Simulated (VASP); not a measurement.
# Sn (Fd-3m) in VASP: notebook, part 2 of 2

VASP 6.6.1.

### 3 Relaxation of cell and atoms, r2SCAN

This run uses another cell than the first one, of 33.80 Å³/atom, 0.955 times its volume.

Contents of POSCAR:

```
Sn
1.0
    0.0000000000      3.2333428000      3.2333428000
    3.2333428000      0.0000000000      3.2333428000
    3.2333428000      3.2333428000      0.0000000000
Sn
2
Direct
    0.0000000000      0.0000000000      0.0000000000
    0.2500000000      0.2500000000      0.2500000000
```

Contents of INCAR.step1:

```
PREC = Accurate
ENCUT = 600
ISMEAR = 1
SIGMA = 0.1
LREAL = F
LASPH = T
NELM = 100
GGA = PE
ALGO = Normal
EDIFF = 1E-4
LWAVE = T
LCHARG = F
```

Contents of INCAR.step2:

```
PREC = Accurate
ENCUT = 600
EDIFF = 1E-7
ISMEAR = 1
SIGMA = 0.1
LREAL = F
LASPH = T
NELM = 100
ALGO = Normal
ISIF = 3
LWAVE = F
LCHARG = F
METAGGA = R2SCAN
LMIXTAU = T
IBRION = 2
NSW = 60
EDIFFG = -0.02
ISTART = 1
```

Contents of KPOINTS:

```
regular mesh
0
Gamma
  7 7 7
```

Potentials or basis: VASP PAW PBE potentials, release 64 (Sn_d).

Run with:

```
$ cat potpaw_PBE.64/Sn_d/POTCAR > POTCAR
$ cp INCAR.step1 INCAR
$ mpirun -np 1 vasp_std > vasp.out
$ cp INCAR.step2 INCAR
$ mpirun -np 1 vasp_std > vasp.out
```

OUTCAR:

```text
PREC = Accurate
   ENCUT = 600
   EDIFF = 1E-7
   ISMEAR = 1
   LREAL = F
   LASPH = T
   NELM = 100
   ISIF = 3
   METAGGA = R2SCAN
   IBRION = 2
   NSW = 60
   EDIFFG = -0.02
   ISTART = 1

 ion  position               nearest neighbor table
   1  0.000  0.000  0.000-   2 2.80   2 2.80   2 2.80   2 2.80
   2  0.250  0.250  0.250-   1 2.80   1 2.80   1 2.80   1 2.80

  LATTYP: Found a face centered cubic cell.
 ALAT       =     6.4666856000

  Lattice vectors:

 A1 = (   0.0000000000,   3.2333428000,   3.2333428000)
 A2 = (   3.2333428000,   0.0000000000,   3.2333428000)
 A3 = (   3.2333428000,   3.2333428000,   0.0000000000)

Analysis of symmetry for initial positions (statically):
=====================================================================
 Subroutine PRICEL returns:
 Original cell was already a primitive cell.

 Routine SETGRP: Setting up the symmetry group for a
 face centered cubic supercell.

 Subroutine GETGRP returns: Found 48 space group operations
 (whereof 24 operations were pure point group operations)
 out of a pool of 48 trial point group operations.

The static configuration has the point symmetry T_d .
 The point group associated with its full space group is O_h .

Analysis of symmetry for dynamics (positions and initial velocities):
=====================================================================
 Subroutine PRICEL returns:
 Original cell was already a primitive cell.

 Routine SETGRP: Setting up the symmetry group for a
 face centered cubic supercell.

 Subroutine GETGRP returns: Found 48 space group operations
 (whereof 24 operations were pure point group operations)
 out of a pool of 48 trial point group operations.

The dynamic configuration has the point symmetry T_d .
 The point group associated with its full space group is O_h .

 Subroutine INISYM returns: Found 48 space group operations
[... 114 lines left out ...]
  Fermi-wavevector in a.u.,A,eV,Ry     =   1.220298  2.306028 20.260793  1.489126
  Thomas-Fermi vector in A             =   2.355520
   LORBIT       =      0    0 simple, 1 ext, 2 COOP (PROOUT), +10 PAW based schemes
   METAGGA = R2SCAN    functional components
   LHFCALC =     F    Hartree Fock is set to
   AEXX    =    0.0000 exact exchange contribution
   IVDW    =     0    specifies the selected vdW correction
   LEPSILON=     F    determine dielectric tensor
   LRPA    =     F    only Hartree local field effects (RPA)
 conjugate gradient relaxation of ions
 non-spin polarized calculation
 Methfessel and Paxton  Order N= 1 SIGMA  =   0.10
  energy-cutoff  :      600.00
  volume of cell :       67.61
 maximum number of plane-waves:      2281
 NGX is ok and might be reduce to    40
   NGX = 19   NGY = 19   NGZ = 19

--------------------------------------- Ionic step        1  -------------------------------------------

 number of electron      28.0000005 magnetization

 Free energy of the ion-electron system (eV)
  ---------------------------------------------------
  ext. energy  EPLUGINS =         0.00000000
  ---------------------------------------------------
  free energy    TOTEN  =       -49.46038358 eV

  energy without entropy =      -49.46038220  energy(sigma->0) =      -49.46038312

------------------------ aborting loop because EDIFF is reached ----------------------------------------

  FORCE on cell =-STRESS in cart. coord.  units (eV):
  Direction    XX          YY          ZZ          XY          YZ          ZX
  --------------------------------------------------------------------------------------
  -------------------------------------------------------------------------------------
  Total        0.9429911      0.9429911      0.9429911      0.0000000      0.0000000     -0.0000000
  in kB       22.3477037     22.3477037     22.3477037      0.0000000      0.0000000     -0.0000000
  external PRESSURE =      22.3477037 kB  Pullay stress =       0.0000000 kB
[... 23 lines left out ...]
--------------------------------------- Ionic step        2  -------------------------------------------

 number of electron      27.9999996 magnetization

 E-fermi :   4.9863     XC(G=0):  -9.3231

 val. band max:        4.6573508971   @ k =   0.1429   0.0000   0.0000
 cond. band min:       4.9969789059   @ k =   0.0000   0.0000   0.0000
 fundamental gap:      0.3396280089
 Fermi energy:         4.9863026496

 k-point     1 :       0.0000    0.0000    0.0000
  band No.  band energies     occupation
      1     -17.3047      2.00000
      2     -17.3046      2.00000
      3     -17.3046      2.00000
      4     -17.2458      2.00000
      5     -17.2458      2.00000
      6     -16.9673      2.00000
[... 444 lines left out ...]
--------------------------------------- Ionic step        3  -------------------------------------------

 number of electron      27.9999999 magnetization

 Free energy of the ion-electron system (eV)
  ---------------------------------------------------
  ext. energy  EPLUGINS =         0.00000000
  ---------------------------------------------------
  free energy    TOTEN  =       -49.48143726 eV

  energy without entropy =      -49.48127382  energy(sigma->0) =      -49.48138278

 E-fermi :   5.2323     XC(G=0):  -9.4239

 val. band max:        5.2180433329   @ k =   0.0000   0.0000   0.0000
 cond. band min:       5.3092949482   @ k =   0.4286   0.0000   0.0000
 fundamental gap:      0.0912516153
 Fermi energy:         5.2322544852

 k-point     1 :       0.0000    0.0000    0.0000
  band No.  band energies     occupation
      1     -17.1215      2.00000
      2     -17.1215      2.00000
      3     -17.1215      2.00000
      4     -17.0598      2.00000
      5     -17.0598      2.00000
      6     -16.7646      2.00000
[... 438 lines left out ...]
  FREE ENERGIE OF THE ION-ELECTRON SYSTEM (eV)
  ---------------------------------------------------
  free  energy   TOTEN  =       -49.4814372559 eV

  energy  without entropy=      -49.4812738152  energy(sigma->0) =      -49.48138278

 reached required accuracy - stopping structural energy minimisation
```

OSZICAR.step1:

```text
N       E                     dE             d eps       ncg     rms          rms(c)
DAV:   1     0.214035471216E+03    0.21404E+03   -0.16241E+04   720   0.244E+03
DAV:   2     0.129930325729E+02   -0.20104E+03   -0.19855E+03   720   0.471E+02
DAV:   3    -0.699932358444E+01   -0.19992E+02   -0.19856E+02   822   0.152E+02
DAV:   4    -0.764849249076E+01   -0.64917E+00   -0.64839E+00   804   0.294E+01
DAV:   5    -0.767448187148E+01   -0.25989E-01   -0.25957E-01   996   0.548E+00    0.329E+00
DAV:   6    -0.762908394165E+01    0.45398E-01   -0.31649E-02   842   0.243E+00    0.193E+00
DAV:   7    -0.760783566232E+01    0.21248E-01   -0.52734E-02   788   0.258E+00    0.163E-01
DAV:   8    -0.760969411690E+01   -0.18585E-02   -0.53367E-03   772   0.918E-01    0.497E-02
DAV:   9    -0.761007996366E+01   -0.38585E-03   -0.53840E-04   582   0.168E-01    0.142E-02
DAV:  10    -0.761009430953E+01   -0.14346E-04   -0.39902E-05   550   0.612E-02
   1 F= -.76100943E+01 E0= -.76099460E+01  d E =-.444915E-03
```

Run time: 2.7 min. Hardware: 1 thread of Intel Xeon 6975P-C (Granite Rapids), shared host; peak memory 0.27 GiB.

Results:

```yaml
Free_energy: -49.4814 eV
Relaxed_volume: 35.39 Å³/atom
Relaxed_cell: a = 4.643 Å, b = 4.643 Å, c = 4.643 Å, α = 60.00°, β = 60.00°, γ = 60.00°
Space_group_after_relaxing_to_0.05_Å: Fd-3m (No. 227)
Energy_gained_by_relaxing: 10.5 meV/atom
Ionic_steps: 3
Pressure_after_relaxing: 0.0 GPa
Band_gap_on_the_k_mesh: zero (filled and empty bands touch)
```

The path:
```csv
step,energy change (eV),largest force (eV/Å),pressure (GPa),volume (Å³)
1,0.0000,0.0000,2.23,67.61
2,-0.0167,0.0000,-0.87,72.33
3,-0.0211,0.0000,0.01,70.77
```

Final structure:
```yaml
crystal:
  lattice:
    - [0.00000, 3.28309, 3.28309]
    - [3.28309, 0.00000, 3.28309]
    - [3.28309, 3.28309, 0.00000]
  atoms:
    - { symbol: Sn, position: [0.00000, 0.00000, 0.00000] }
    - { symbol: Sn, position: [0.25000, 0.25000, 0.25000] }
```

Levels at points of the mesh, in eV from the Fermi level:
```
           k point  band 12  band 13  band 14  band 15  band 16  band 17
(0.00, 0.00, 0.00)    -0.63    -0.01    -0.01    -0.01     2.20     2.20
```

Caveat: the PAW data sets were made with another functional, which shifts forces and pressure a little; spin-orbit coupling is left out, which moves the levels of the heavy elements.
